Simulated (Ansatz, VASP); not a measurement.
One calculation of HgS, two programs

```
Hg S
1.0
     0.00000    2.92900    2.92900
     2.92900    0.00000    2.92900
     2.92900    2.92900    0.00000
Hg S
1 1
Direct
  0.00000 0.00000 0.00000
  0.75000 0.75000 0.75000
```

Alike in both runs: task single point; functional r2SCAN; k mesh 8 × 8 × 8; occupations gaussian, width 0.05 eV; no spin polarisation.

|  | VASP | Ansatz |
| --- | --- | --- |
| version | VASP 6.6.1 | Ansatz 0.2.0 |
| potentials or method | VASP PAW PBE potentials, release 64 (Hg, S), cutoff 550 eV | scalar-relativistic, plane waves, PAW |
| valence electrons in the cell | 18 | 26 |

VASP gave:

* gap on the k mesh at the Fermi level (eV): none
* pressure (GPa): 2.6

**Question.** Which values does Ansatz return?

**Answer.** gap on the k mesh at the Fermi level (eV): none; pressure (GPa): 2.3.

VASP's potentials were made for PBE, not for r2SCAN. A gap of «none» marks a metal or a gap that the smearing closes. VASP's potentials hold 18 valence electrons a cell and Ansatz's 26, so a difference there can come from the potentials and not from the codes.

Neither program's run includes spin-orbit coupling.
